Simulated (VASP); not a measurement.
Set up this calculation in VASP 6.6.1, as the native input.

* Task: single point
* Functional: PBE
* Potentials or basis: VASP PAW PBE potentials, release 64 (Cd, O)
* Cutoff: 600 eV
* k mesh: 16 × 16 × 16
* Occupations: gaussian, width 0.1 eV
* Spin: no spin polarisation
* Dipole correction: no
* Further INCAR settings: ALGO = Normal; EDIFF = 1e-06; NBANDS = 16

The structure of CdO lies in POSCAR:

```
CdO
1.0
    0.0000000000      2.3838668582      2.3838668582
    2.3838668582      0.0000000000      2.3838668582
    2.3838668582      2.3838668582      0.0000000000
Cd O
1 1
Direct
    0.0000000000      0.0000000000      0.0000000000
    0.5000000000      0.5000000000      0.5000000000
```

These files were run (other wordings do the same):

INCAR

```
SYSTEM = CdO
PREC = Accurate
ENCUT = 600
EDIFF = 1E-6
ISMEAR = 0
SIGMA = 0.1
LREAL = .False.
LASPH = .True.
NELM = 120
ALGO = Normal
ISIF = 2
LWAVE = .False.
LCHARG = .False.
GGA = PE
NBANDS = 16
GGA_COMPAT = .False.
```

KPOINTS

```
Automatic mesh
0
Gamma
  16 16 16
  0 0 0
```

Potentials or basis: VASP PAW PBE potentials, release 64 (Cd, O).

Command:

```bash
$ cat potpaw_PBE.64/Cd/POTCAR potpaw_PBE.64/O/POTCAR > POTCAR
$ mpirun -np 1 vasp_std > vasp.out
```

Results of the run:

```json
{
  "Pressure": "1.0 GPa",
  "Band gap on the k mesh": "zero (bands 9 and 10 overlap by 0.51 eV)"
}
```

Caveat: semilocal functionals underestimate gaps, so a narrow gap can read as zero.

Run time: 2.7 min on 1 thread of AMD EPYC 7R13, with other jobs on the host, peak memory 0.18 GiB.
